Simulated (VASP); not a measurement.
# Be24NO in VASP: a series of runs

The runs below take Be24NO through single point, with PBE.

All numbers are computed with VASP 6.6.1; they aren't measurements. Logs are shortened: lines on timing, memory, paths and dates and some standing lists are left out, and cuts for length are marked.

## 1. The cell of the first run

The cell holds a slab with vacuum, 26 atoms: a = 4.525 Å, b = 7.134 Å, c = 22.369 Å, α = 90.00°, β = 90.00°, γ = 90.00°.

## 2. Single point, PBE, collinear spin, ferromagnetic start

Contents of INCAR:

```
ALGO = Normal
DIPOL = 0.5 0.5 0.291
EDIFF = 1E-6
ENCUT = 520
GGA = PE
GGA_COMPAT = False
IDIPOL = 3
ISIF = 2
ISMEAR = 0
ISPIN = 2
KPAR = 4
LASPH = True
LCHARG = False
LDIPOL = True
LORBIT = 11
LREAL = False
LWAVE = False
MAGMOM = 0 0 0 0 0 0 0 0 0 0 0 0 0 0 0 0 0 0 0 0 0 0 0 0 1 0
NBANDS = 52
NELM = 200
NELMDL = -8
PREC = Accurate
SIGMA = 0.1
```

Contents of KPOINTS:

```
k-points
0
Gamma
  6 4 1
```

Contents of POSCAR:

```
Be24NO
1.0
    4.5254381411      0.0000000000      0.0000000000
    0.0000000000      7.1336190820      0.0000000000
    0.0000000000      0.0000000000     22.3685529248
Be N O
24 1 1
Direct
    0.0000000000      0.3750000000      0.1788224752
    0.0000000000      0.8750000000      0.1788224752
    0.5000000000      0.3750000000      0.1788224752
    0.5000000000      0.8750000000      0.1788224752
    0.2500000000      0.1250000000      0.2080237711
    0.2500000000      0.6250000000      0.2080237711
    0.7500000000      0.1250000000      0.2080237711
    0.7500000000      0.6250000000      0.2080237711
    0.2500000000      0.3750000000      0.2664263628
    0.2500000000      0.8750000000      0.2664263628
    0.7500000000      0.3750000000      0.2664263628
    0.7500000000      0.8750000000      0.2664263628
    0.0000000000      0.1250000000      0.2903069137
    0.0000000000      0.6250000000      0.2903069137
    0.5000000000      0.1250000000      0.2903069137
    0.5000000000      0.6250000000      0.2903069137
    0.0000000000      0.3750000000      0.3546814205
    0.0000000000      0.8750000000      0.3546814205
    0.5000000000      0.3750000000      0.3546814205
    0.5000000000      0.8750000000      0.3546814205
    0.2500000000      0.1250000000      0.3741213369
    0.2500000000      0.6250000000      0.3741213369
    0.7500000000      0.1250000000      0.3741213369
    0.7500000000      0.6250000000      0.3741213369
    0.7500000000      0.4583333333      0.4134622814
    0.7861514845      0.4944848178      0.4644174093
```

Potentials or basis: VASP PAW PBE potentials, release 64 (Be, N, O).

Launch:

```sh
cat potpaw_PBE.64/Be/POTCAR potpaw_PBE.64/N/POTCAR potpaw_PBE.64/O/POTCAR > POTCAR
mpirun -np 4 vasp_std > vasp.out
```

OUTCAR:

```text
EDIFF = 1E-6
   ENCUT = 520
   GGA = PE
   ISIF = 2
   ISMEAR = 0
   ISPIN = 2
   LASPH = True
   LORBIT = 11
   LREAL = False
   NELM = 200
   NELMDL = -8
   PREC = Accurate

 ion  position               nearest neighbor table
   1  0.000  0.375  0.179-   5 2.21   6 2.21   7 2.21   8 2.21   9 2.26  11 2.26   3 2.26   3 2.26

   2  0.000  0.875  0.179-   5 2.21   6 2.21   7 2.21   8 2.21  10 2.26  12 2.26   4 2.26   4 2.26

   3  0.500  0.375  0.179-   5 2.21   6 2.21   7 2.21   8 2.21   9 2.26  11 2.26   1 2.26   1 2.26
[... 39 lines left out ...]
  23  0.750  0.125  0.374-  17 2.16  18 2.16  19 2.16  20 2.16  13 2.19  15 2.19  21 2.26  21 2.26

  24  0.750  0.625  0.374-  25 1.48  18 2.16  19 2.16  20 2.16  17 2.16  16 2.19  14 2.19  22 2.26
                            22 2.26
  25  0.750  0.458  0.413-  26 1.18  24 1.48  17 1.83  19 1.83
  26  0.786  0.494  0.464-  25 1.18

  LATTYP: Found a simple orthorhombic cell.
 ALAT       =     4.5254381411
 B/A-ratio  =     1.5763377732
 C/A-ratio  =     4.9428480132

  Lattice vectors:

 A1 = (   4.5254381411,   0.0000000000,   0.0000000000)
 A2 = (   0.0000000000,   7.1336190820,   0.0000000000)
 A3 = (   0.0000000000,   0.0000000000,  22.3685529248)

Analysis of symmetry for initial positions (statically):
=====================================================================
 Subroutine PRICEL returns:
 Original cell was already a primitive cell.

 Routine SETGRP: Setting up the symmetry group for a
 simple orthorhombic supercell.

 Subroutine GETGRP returns: Found  1 space group operations
 (whereof  1 operations were pure point group operations)
 out of a pool of  8 trial point group operations.

The static configuration has the point symmetry C_1 .

Analysis of symmetry for dynamics (positions and initial velocities):
=====================================================================
 Subroutine PRICEL returns:
 Original cell was already a primitive cell.

 Routine SETGRP: Setting up the symmetry group for a
 simple orthorhombic supercell.

 Subroutine GETGRP returns: Found  1 space group operations
 (whereof  1 operations were pure point group operations)
 out of a pool of  8 trial point group operations.

The dynamic configuration has the point symmetry C_1 .

Analysis of structural, dynamic, and magnetic symmetry:
=====================================================================
 Subroutine PRICEL returns:
 Original cell was already a primitive cell.

 Routine SETGRP: Setting up the symmetry group for a
 simple orthorhombic supercell.

 Subroutine GETGRP returns: Found  1 space group operations
 (whereof  1 operations were pure point group operations)
 out of a pool of  8 trial point group operations.

The overall configuration has the point symmetry C_1 .

 Subroutine INISYM returns: Found  1 space group operations
 (whereof  1 operations are pure point group operations),
 and found     1 'primitive' translations

----------------------------------------------------------------------------------------

                                     Primitive cell

  volume of cell :     722.1184

  direct lattice vectors                    reciprocal lattice vectors
     4.525438141  0.000000000  0.000000000     0.220973079  0.000000000  0.000000000
     0.000000000  7.133619082  0.000000000     0.000000000  0.140181300  0.000000000
     0.000000000  0.000000000 22.368552925     0.000000000  0.000000000  0.044705619

  length of vectors
     4.525438141  7.133619082 22.368552925     0.220973079  0.140181300  0.044705619

  position of ions in fractional coordinates (direct lattice)
     0.000000000  0.375000000  0.178822475
     0.000000000  0.875000000  0.178822475
     0.500000000  0.375000000  0.178822475
     0.500000000  0.875000000  0.178822475
     0.250000000  0.125000000  0.208023771
     0.250000000  0.625000000  0.208023771
[... 18 lines left out ...]
     0.750000000  0.458333333  0.413462281
     0.786151485  0.494484818  0.464417409

  ion indices of the primitive-cell ions
[... 76 lines left out ...]
   NGX,Y,Z   is equivalent  to a cutoff of  13.22, 12.58, 12.49 a.u.
   NGXF,Y,Z  is equivalent  to a cutoff of  26.45, 25.17, 24.97 a.u.
 SYSTEM =  unknown system
   PREC   = accura    normal or accurate (medium, high low for compatibility)
   ISTART =      0    job   : 0-new  1-cont  2-samecut
   ICHARG =      2    charge: 1-file 2-atom 10-const
   ISPIN  =      2    spin polarized calculation?
   LNONCOLLINEAR =      F non collinear calculations
   LSORBIT =      F    spin-orbit coupling
   LASPH  =      T    aspherical Exc in radial PAW
   ENCUT  =  520.0 eV  38.22 Ry    6.18 a.u.   8.41 13.26 41.59*2*pi/ulx,y,z
   NELM   =    200;   NELMIN=  2; NELMDL= -8     # of ELM steps
   EDIFF  = 0.1E-05   stopping-criterion for ELM
   LREAL  =      F    real-space projection
   EDIFFG = 0.1E-04   stopping-criterion for IOM
   NSW    =      0    number of steps for IOM
   IBRION =     -1    ionic relax: 0-MD 1-quasi-New 2-CG
   NFREE  =      0    steps in history (QN), initial steepest desc. (CG)
   ISIF   =      2    stress and relaxation
   ISYM   =      2    0-nonsym 1-usesym 2-fastsym
   POTIM  = 0.5000    time-step for ionic-motion
   TEBEG  =    0.0;   TEEND  =   0.0 temperature during run
   PSTRESS=    0.0 pullay stress
   NELECT =      59.0000    total number of electrons
   NUPDOWN=      -1.0000    fix difference up-down
   EMIN   =  10.00;   EMAX   =-10.00  energy-range for DOS
   EFERMI =   0.00;   METHOD = LEGACY
   ISMEAR =     0;   SIGMA  =   0.10  broadening in eV -4-tet -1-fermi 0-gaus
   EFERMI_NEDOS =   21; number of points for ismear=-14 and -15
   IALGO  =     38    algorithm
   IMIX   =      4    mixing-type and parameters
     AMIX     =   0.40;   BMIX     =  1.00
     AMIX_MAG =   1.60;   BMIX_MAG =  1.00
  volume/ion in A,a.u.               =      27.77       187.43
  Fermi-wavevector in a.u.,A,eV,Ry     =   0.710378  1.342419  6.865997  0.504637
  Thomas-Fermi vector in A             =   1.797209
   LORBIT       =     11    0 simple, 1 ext, 2 COOP (PROOUT), +10 PAW based schemes
   GGA     = PE    functional components
   LHFCALC =     F    Hartree Fock is set to
   AEXX    =    0.0000 exact exchange contribution
   IVDW    =     0    specifies the selected vdW correction
   LEPSILON=     F    determine dielectric tensor
   LRPA    =     F    only Hartree local field effects (RPA)
 spin polarized calculation
 Gauss-broadening in eV      SIGMA  =   0.10
  energy-cutoff  :      520.00
  volume of cell :      722.12
 maximum number of plane-waves:     19505
 NGX is ok and might be reduce to    36
   NGX = 17   NGY = 27   NGZ = 83

 dipolmoment           0.000000      0.000000     -0.004432 electrons x Angstroem

 number of electron      59.0000001 magnetization       0.0003092

 dipolmoment           0.000000      0.000000      0.145331 electrons x Angstroem

 Free energy of the ion-electron system (eV)
  ---------------------------------------------------
  ext. energy  EPLUGINS =         0.00000000
  ---------------------------------------------------
  free energy    TOTEN  =       -95.37890255 eV

  energy without entropy =      -95.34108128  energy(sigma->0) =      -95.35999192

 E-fermi :  -1.5611     XC(G=0):  -3.8587

 val. band max:       -1.5992644719   @ k =   0.1667   0.5000   0.0000
 cond. band min:      -1.5197488146   @ k =   0.3333  -0.2500   0.0000
 fundamental gap:      0.0795156573
 Fermi energy:        -1.5610741473

 spin component 1

 k-point     1 :       0.0000    0.0000    0.0000
  band No.  band energies     occupation
      1     -27.0568      1.00000
      2     -15.6343      1.00000
      3     -11.9417      1.00000
      4     -10.2163      1.00000
      5     -10.0917      1.00000
      6      -9.8287      1.00000
[... 605 lines left out ...]
     40       2.7514      0.00000
     41       2.7594      0.00000
 Fermi energy:        -1.5610741473

 spin component 2

 k-point     1 :       0.0000    0.0000    0.0000
  band No.  band energies     occupation
      1     -27.0567      1.00000
      2     -15.6341      1.00000
      3     -11.9417      1.00000
      4     -10.2162      1.00000
      5     -10.0917      1.00000
      6      -9.8287      1.00000
[... 605 lines left out ...]
     40       2.7514      0.00000
     41       2.7594      0.00000
 [bands above 41 left out]

------------------------ aborting loop because EDIFF is reached ----------------------------------------

 vacuum level on the upper side and lower side of the slab       (xc-potential included)         0.405        -0.387

  FORCE on cell =-STRESS in cart. coord.  units (eV):
  Direction    XX          YY          ZZ          XY          YZ          ZX
  --------------------------------------------------------------------------------------
  -------------------------------------------------------------------------------------
  Total        0.2036657     -0.2700405     11.2359473      0.3922359     -2.5643964      0.6054514
  in kB        0.4518768     -0.5991437     24.9294006      0.8702609     -5.6896730      1.3433260
  external PRESSURE =       8.2607112 kB  Pullay stress =       0.0000000 kB

 VOLUME and BASIS-vectors are now :
 -----------------------------------------------------------------------------
  energy-cutoff  :      520.00
  volume of cell :      722.12
      direct lattice vectors                 reciprocal lattice vectors
     4.525438141  0.000000000  0.000000000     0.220973079  0.000000000  0.000000000
     0.000000000  7.133619082  0.000000000     0.000000000  0.140181300  0.000000000
     0.000000000  0.000000000 22.368552925     0.000000000  0.000000000  0.044705619

 POSITION                                       TOTAL-FORCE (eV/Angst)
 -----------------------------------------------------------------------------------
      0.00000      2.67511      4.00000        -0.061010      0.010640      0.443357
      0.00000      6.24192      4.00000         0.009056      0.029546      0.389463
      2.26272      2.67511      4.00000         0.070936     -0.014299      0.472341
      2.26272      6.24192      4.00000        -0.008059      0.037153      0.391836
      1.13136      0.89170      4.65319        -0.006114     -0.010038     -0.704297
      1.13136      4.45851      4.65319        -0.006630     -0.066065     -0.718216
[... 18 lines left out ...]
      3.39408      3.26958      9.24855        -0.796219     -3.393219     -4.185208
      3.55768      3.52747     10.38835         0.691288      0.201122      7.095912
 -----------------------------------------------------------------------------------
    total drift:                               -0.000016      0.000089     -0.000429

  FREE ENERGIE OF THE ION-ELECTRON SYSTEM (eV)
  ---------------------------------------------------
  free  energy   TOTEN  =       -95.3789025489 eV

  energy  without entropy=      -95.3410812842  energy(sigma->0) =      -95.35999192

 vacuum level on the upper side and lower side of the slab         3.762         2.955

 total charge

# of ion       s       p       d       tot
------------------------------------------
    1        0.414   0.603   0.000   1.017
    2        0.413   0.604   0.000   1.017
    3        0.417   0.601   0.000   1.018
    4        0.414   0.602   0.000   1.016
    5        0.422   0.733   0.000   1.155
    6        0.421   0.734   0.000   1.155
[... 18 lines left out ...]
   25        1.266   2.643   0.000   3.909
   26        1.605   3.509   0.000   5.115
--------------------------------------------------
tot         13.019  23.556   0.000  36.575

 magnetization (x)

# of ion       s       p       d       tot
------------------------------------------
    1        0.000   0.000   0.000   0.000
    2        0.000   0.000   0.000   0.000
    3        0.000  -0.000   0.000   0.000
    4       -0.000   0.000   0.000   0.000
    5        0.000   0.000   0.000   0.000
    6        0.000   0.000   0.000   0.000
[... 18 lines left out ...]
   25        0.000   0.000   0.000   0.000
   26        0.000   0.000   0.000   0.000
--------------------------------------------------
tot          0.000   0.000   0.000   0.000
```

Wall time 15 min (4 MPI ranks of Intel Xeon 6975P-C (Granite Rapids), shared host); peak memory 1.4 GiB.

Results:

- Free energy: -95.3789 eV
- Largest force: 7.132 eV/Å
- Net moment: 0.00 μB per cell
- Valence electrons inside the program's atomic spheres: Be 1.02, 1.16, 1.17, 1.18, 1.21, 1.22, 1.23, 1.19, 1.14, 1.08, 1.06, 1.07, 1.45; N 3.91; O 5.12

Forces in eV/Å, atoms in the order of the input:
```
Be  -0.061  0.011  0.443
Be   0.009  0.030  0.389
Be   0.071 -0.014  0.472
Be  -0.008  0.037  0.392
Be  -0.006 -0.010 -0.704
Be  -0.007 -0.066 -0.718
Be   0.005  0.031 -0.635
Be   0.012 -0.030 -0.670
Be  -0.041  0.054  0.036
Be   0.016 -0.033  0.304
Be   0.018  0.094  0.376
Be  -0.009  0.034  0.029
Be   0.014 -0.035  0.047
Be  -0.041 -0.037 -0.055
Be  -0.013 -0.064  0.019
Be   0.074 -0.050 -0.033
Be   0.357 -0.101  0.031
Be   0.124  0.064  0.125
Be  -0.359 -0.127  0.472
Be  -0.130  0.100  0.068
Be   0.023 -0.027 -0.130
Be   0.134  0.281 -0.607
Be  -0.021 -0.143  0.077
Be  -0.057  3.193 -2.640
N   -0.796 -3.393 -4.185
O    0.691  0.201  7.096
```

Levels at points of the mesh, in eV from the Fermi level:
Spin up:
```tsv
k point	band 28	band 29	band 30	band 31	band 32	band 33
(0.00, 0.00, 0.00)	-0.60	-0.46	-0.21	0.52	0.75	0.79
(0.50, 0.00, 0.00)	0.12	0.32	0.74	0.94	1.25	1.28
(0.00, 0.50, 0.00)	-1.04	-0.98	-0.14	0.06	0.56	1.06
(0.50, 0.50, 0.00)	-0.55	-0.47	0.10	0.18	0.31	1.03
```
Spin down:
```csv
k point,band 26,band 27,band 28,band 29,band 30,band 31,band 32,band 33,band 34,band 35
"(0.00, 0.00, 0.00)",-1.71,-0.93,-0.60,-0.46,-0.21,0.52,0.75,0.79,1.33,1.77
"(0.50, 0.00, 0.00)",-1.24,-0.67,0.12,0.32,0.74,0.94,1.25,1.28,1.29,1.56
"(0.00, 0.50, 0.00)",-1.28,-1.16,-1.04,-0.98,-0.14,0.06,0.56,1.06,1.35,1.85
"(0.50, 0.50, 0.00)",-0.96,-0.64,-0.55,-0.47,0.10,0.18,0.31,1.03,1.15,2.52
```

Caveat: the standard files for N, O and F lose accuracy on very short bonds.

[end of part 1 of 2]
